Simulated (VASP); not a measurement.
A run of VASP 6.6.1 is set up as follows.

File INCAR:

```
SYSTEM = In
PREC = Accurate ; ENCUT = 520
EDIFF = 1E-7 ; ISMEAR = 0
SIGMA = 0.024 ; LREAL = .FALSE.
LASPH = .TRUE. ; NELM = 80
ALGO = Normal ; ISIF = 2
LWAVE = .FALSE. ; LCHARG = .TRUE.
GGA = PE ; LELF = .TRUE.
LVHAR = .TRUE. ; NBANDS = 12
```

KPOINTS

```
Automatic mesh
0
G
  10 10 10
  0 0 0
```

Contents of POSCAR:

```
In
1.0
   -1.8825252400      1.8825252400      1.8825252400
    1.8825252400     -1.8825252400      1.8825252400
    1.8825252400      1.8825252400     -1.8825252400
In
1
Direct
    0.0000000000      0.0000000000      0.0000000000
```

Potentials or basis: VASP PAW PBE potentials, release 64 (In_d).

Launch:

```console
$ cat potpaw_PBE.64/In_d/POTCAR > POTCAR
$ mpirun -np 1 vasp_std > vasp.out
```

(1) Predict the pressure.

Results:

(1) 1.5 GPa.
